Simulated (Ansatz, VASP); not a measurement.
# Two plane-wave programs on Ti3Al

Contents of POSCAR:

```
Ti3Al
1.0
    0.0000000000      3.1303891258      3.1303891258
    3.1303891258      0.0000000000      3.1303891258
    3.1303891258      3.1303891258      0.0000000000
Ti Al
3 1
Direct
    0.7500000000      0.7500000000      0.7500000000
    0.2500000000      0.2500000000      0.2500000000
    0.0000000000      0.0000000000      0.0000000000
    0.5000000000      0.5000000000      0.5000000000
```

INCAR.step1

```
SYSTEM = Ti3Al
PREC = Accurate
ENCUT = 520
ISMEAR = 0
SIGMA = 0.1
LREAL = .False.
LASPH = .True.
NELM = 150
ISPIN = 2
MAGMOM = 0.3 0.3 1.5 0
LMAXMIX = 4
NBANDS = 32
GGA = PE
ALGO = Normal
EDIFF = 1E-4
LWAVE = .True.
LCHARG = .False.
```

File INCAR.step2:

```
SYSTEM = Ti3Al
PREC = Accurate
ENCUT = 520
EDIFF = 1E-6
ISMEAR = 0
SIGMA = 0.1
LREAL = .False.
LASPH = .True.
NELM = 150
ALGO = Normal
ISIF = 2
LWAVE = .False.
LCHARG = .False.
ISPIN = 2
MAGMOM = 0.3 0.3 1.5 0
LORBIT = 11
LMAXMIX = 4
METAGGA = R2SCAN
LMIXTAU = .True.
NBANDS = 32
ISTART = 1
```

The input KPOINTS:

```
Automatic mesh
0
Gamma
  12 12 12
  0 0 0
```

Input for Ansatz:

```yaml
crystal:
  lattice:
    - [0.0, 3.1303891258, 3.1303891258]
    - [3.1303891258, 0.0, 3.1303891258]
    - [3.1303891258, 3.1303891258, 0.0]
  atoms:
    - { symbol: Ti, position: [0.75, 0.75, 0.75], spin: 0.3 }
    - { symbol: Ti, position: [0.25, 0.25, 0.25], spin: 0.3 }
    - { symbol: Ti, position: [0.0, 0.0, 0.0], spin: 1.5 }
    - { symbol: Al, position: [0.5, 0.5, 0.5] }
basis:
  ecutwfc: 500
kpoints:
  mp_grid: { grid: [12, 12, 12] }
hamiltonian:
  xc: r2scan
scf:
  occupations: { method: gaussian, width: 0.1 }
output:
  forces: true
  stress: true
  eigenvalues: true
  populations: true
magnetization:
  spin_polarized: true
```

Alike in both runs: task single point; functional r2SCAN; k mesh 12 × 12 × 12; occupations gaussian, width 0.1 eV; collinear spin.

```csv
,VASP,Ansatz
version,VASP 6.6.1,Ansatz 0.2.0
potentials or method,"VASP PAW PBE potentials, release 64 (Ti_sv, Al), cutoff 520 eV","scalar-relativistic, plane waves, PAW"
valence electrons in the cell,39,39
```

|  | VASP | Ansatz | Ansatz less VASP |
| --- | --- | --- | --- |
| gap on the k mesh at the Fermi level (eV) | none | none | - |
| pressure (GPa) | 13.2 | 12.8 | -0.40 |
| net moment per atom (μB) | 0.58 | 0.58 | 0.000 |
| size of the moment on the site where the two differ most (μB) | 1.30 | 1.27 | -0.030 |

VASP's potentials were made for PBE, not for r2SCAN. Site moments also hang on the region over which each program counts them. A gap of «none» marks a metal or a gap that the smearing closes. Ansatz's warnings: stability check not made.
